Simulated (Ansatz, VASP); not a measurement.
One calculation of Si, two programs

```xyz
8
Lattice="-3.3142 3.3142 3.4501 3.3142 -3.3142 3.4501 3.3142 3.3142 -3.4501" Properties=species:S:1:pos:R:3 pbc="T T T"
Si    0.6723    0.6723    0.6999
Si   -0.6723    2.6419    0.6999
Si    0.6723   -0.6723    2.7502
Si    2.6419    0.6723   -0.6999
Si    2.6419    2.6419    2.7502
Si    0.6723    3.9865   -0.6999
Si   -0.6723    0.6723    4.1500
Si    3.9865   -0.6723    0.6999
```

Alike in both runs: task single point; functional PBE; k mesh 10 × 10 × 10; occupations gaussian, width 0.15 eV; no spin polarisation.

|  | VASP | Ansatz |
| --- | --- | --- |
| version | VASP 6.6.1 | Ansatz 0.2.0 |
| potentials or method | VASP PAW PBE potentials, release 64 (Si), cutoff 520 eV | scalar-relativistic, plane waves, PAW |
| valence electrons in the cell | 32 | 32 |

|  | VASP | Ansatz | Ansatz less VASP |
| --- | --- | --- | --- |
| gap on the k mesh at the Fermi level (eV) | none | none | - |
| pressure (GPa) | -2.4 | -2.3 | +0.06 |
| traceless stress, the component that is largest in VASP (GPa) | -3.84 | -3.83 | +0.007 |
| rms of the force components (eV/Å) | 0.125 | 0.125 | 0.0000 |

Atom by atom the forces differ by 0.001 eV/Å (rms over components). A gap of «none» marks a metal or a gap that the smearing closes. The functional is the same, so the differences come from potentials, cutoffs and numerics.
